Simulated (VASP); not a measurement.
# Sb (P6_3/mmc) in VASP: a series of runs, part 2 of 2

VASP 6.6.1. Earlier steps stand in the parts before.

### 3 Single point, BLYP (volume scaled by 1.08)

Input file INCAR:

```
PREC = Accurate
ENCUT = 520
EDIFF = 1E-7
ISMEAR = -1
SIGMA = 0.1
LREAL = False
LASPH = True
NELM = 100
ALGO = Normal
ISIF = 2
LWAVE = False
LCHARG = False
GGA = B5
ALDAX = 1.0
AGGAX = 1.0
AGGAC = 1.0
ALDAC = 0.0
NBANDS = 12
```

Input file KPOINTS:

```
Automatic mesh
0
Gamma
  12 12 6
```

Input file POSCAR:

```
Sb
1.0
    3.5586596844      0.0000000000      0.0000000000
   -1.7793298422      3.0818896901      0.0000000000
    0.0000000000      0.0000000000      5.9621919633
Sb
2
Direct
    0.3333333333      0.6666666667      0.2500000000
    0.6666666667      0.3333333333      0.7500000000
```

Potentials or basis: VASP PAW PBE potentials, release 64 (Sb).

On the command line:

```bash
$ cat potpaw_PBE.64/Sb/POTCAR > POTCAR
$ mpirun -np 1 vasp_std > vasp.out
```

OUTCAR:

```text
PREC = Accurate
   ENCUT = 520
   EDIFF = 1E-7
   ISMEAR = -1
   LREAL = False
   LASPH = True
   NELM = 100
   ISIF = 2
   GGA = B5

 ion  position               nearest neighbor table
   1  0.333  0.667  0.250-   2 3.62   2 3.62   2 3.62   2 3.62   2 3.62   2 3.62
   2  0.667  0.333  0.750-   1 3.62   1 3.62   1 3.62   1 3.62   1 3.62   1 3.62

  LATTYP: Found a hexagonal cell.
 ALAT       =     3.5586596844
 C/A-ratio  =     1.6754038014

  Lattice vectors:

 A1 = (   3.5586596844,   0.0000000000,   0.0000000000)
 A2 = (  -1.7793298422,   3.0818896901,   0.0000000000)
 A3 = (   0.0000000000,   0.0000000000,   5.9621919633)

Analysis of symmetry for initial positions (statically):
=====================================================================
 Subroutine PRICEL returns:
 Original cell was already a primitive cell.

 Routine SETGRP: Setting up the symmetry group for a
 hexagonal supercell.

 Subroutine GETGRP returns: Found 24 space group operations
 (whereof 12 operations were pure point group operations)
 out of a pool of 24 trial point group operations.

The static configuration has the point symmetry D_3d.
 The point group associated with its full space group is D_6h.

Analysis of symmetry for dynamics (positions and initial velocities):
=====================================================================
 Subroutine PRICEL returns:
 Original cell was already a primitive cell.

 Routine SETGRP: Setting up the symmetry group for a
 hexagonal supercell.

 Subroutine GETGRP returns: Found 24 space group operations
 (whereof 12 operations were pure point group operations)
 out of a pool of 24 trial point group operations.

The dynamic configuration has the point symmetry D_3d.
 The point group associated with its full space group is D_6h.

 Subroutine INISYM returns: Found 24 space group operations
 (whereof 12 operations are pure point group operations),
 and found     1 'primitive' translations

[... 118 lines left out ...]
   LORBIT       =      0    0 simple, 1 ext, 2 COOP (PROOUT), +10 PAW based schemes
   GGA     = B5    functional components
   LHFCALC =     F    Hartree Fock is set to
   AEXX    =    0.0000 exact exchange contribution
   IVDW    =     0    specifies the selected vdW correction
   LEPSILON=     F    determine dielectric tensor
   LRPA    =     F    only Hartree local field effects (RPA)
 non-spin polarized calculation
  energy-cutoff  :      520.00
  volume of cell :       65.39
 maximum number of plane-waves:      1798
 NGX is ok and might be reduce to    28
   NGX = 13   NGY = 13   NGZ = 23

 number of electron      10.0000001 magnetization

 Free energy of the ion-electron system (eV)
  ---------------------------------------------------
  ext. energy  EPLUGINS =         0.00000000
  ---------------------------------------------------
  free energy    TOTEN  =        -5.94688266 eV

  energy without entropy =       -5.90493914  energy(sigma->0) =       -5.92591090

 E-fermi :   6.6634     XC(G=0):  -8.7464

 val. band max:        6.6625846335   @ k =   0.5000   0.0000   0.3333
 cond. band min:       6.6720020271   @ k =   0.2500   0.2500   0.1667
 fundamental gap:      0.0094173937
 Fermi energy:         6.6633932869

 k-point     1 :       0.0000    0.0000    0.0000
  band No.  band energies     occupation
      1      -4.9275      2.00000
      2      -2.4236      2.00000
      3       2.0630      2.00000
      4       9.4874      0.00000
      5       9.4874      0.00000
      6      10.2769      0.00000
      7      10.6062      0.00000
      8      10.6062      0.00000
      9      14.0238      0.00000
     10      15.4463      0.00000
     11      16.1283      0.00000
     12      16.1286      0.00000
[... 331 lines left out ...]
 k-point    24 :       0.3333    0.0000    0.1667
  band No.  band energies     occupation
      1      -3.3064      2.00000
      2      -1.5736      2.00000
      3       3.4589      2.00000
      4       4.5839      2.00000
      5       5.3490      2.00000
      6       7.6002      0.00017
      7       8.6333      0.00000
      8       9.4219      0.00000
      9      12.1781      0.00000
     10      13.2573      0.00000
     11      14.6293      0.00000
     12      16.3259      0.00000

 [... further k-points ...]
[... 5 lines left out ...]
  --------------------------------------------------------------------------------------
  -------------------------------------------------------------------------------------
  Total       -1.2243642     -1.2243642     -1.0616637      0.0000000     -0.0000000      0.0000000
  in kB      -29.9993403    -29.9993403    -26.0128567      0.0000000     -0.0000000      0.0000000
  external PRESSURE =     -28.6705124 kB  Pullay stress =       0.0000000 kB

 VOLUME and BASIS-vectors are now :
 -----------------------------------------------------------------------------
  energy-cutoff  :      520.00
  volume of cell :       65.39
      direct lattice vectors                 reciprocal lattice vectors
     3.558659684  0.000000000  0.000000000     0.281004673  0.162238123  0.000000000
    -1.779329842  3.081889690  0.000000000     0.000000000  0.324476247  0.000000000
     0.000000000  0.000000000  5.962191963     0.000000000  0.000000000  0.167723550

 POSITION                                       TOTAL-FORCE (eV/Angst)
 -----------------------------------------------------------------------------------
     -0.00000      2.05459      1.49055        -0.000000      0.000000      0.000000
      1.77933      1.02730      4.47164         0.000000     -0.000000      0.000000
 -----------------------------------------------------------------------------------
    total drift:                                0.000000     -0.000000      0.000000

  FREE ENERGIE OF THE ION-ELECTRON SYSTEM (eV)
  ---------------------------------------------------
  free  energy   TOTEN  =        -5.9468826594 eV

  energy  without entropy=       -5.9049391403  energy(sigma->0) =       -5.92591090
```

It took 25 s on 1 thread of Intel Xeon 6975P-C (Granite Rapids), shared host; peak memory 0.2 GiB.

What came out:

| Item | Value |
| --- | --- |
| Free energy | -5.9469 eV |
| Pressure | -2.9 GPa |
| Band gap on the k mesh | zero (band 5 reaches 10.03 eV, above the bottom of band 6 at 4.20 eV) |

Stress tensor (GPa, compression positive):
```
-3.00  0.00  0.00
 0.00 -3.00  0.00
 0.00  0.00 -2.60
```

Levels at points of the mesh, in eV from the Fermi level:
```tsv
k point	band 2	band 3	band 4	band 5	band 6	band 7	band 8	band 9
(0.00, 0.00, 0.00)	-9.09	-4.60	2.82	2.82	3.61	3.94	3.94	7.36
(0.50, 0.00, 0.00)	-7.97	-3.84	-2.73	-1.71	0.20	0.42	2.62	4.90
(0.00, 0.00, 0.50)	-10.68	-1.05	-1.05	3.36	3.36	3.36	3.36	8.19
(0.50, 0.00, 0.50)	-8.39	-4.21	-4.21	1.10	1.10	1.31	1.31	5.86
```

Caveat: the PAW data sets were made with another functional, which shifts forces and pressure a little; spin-orbit coupling is left out, which moves the levels of the heavy elements.
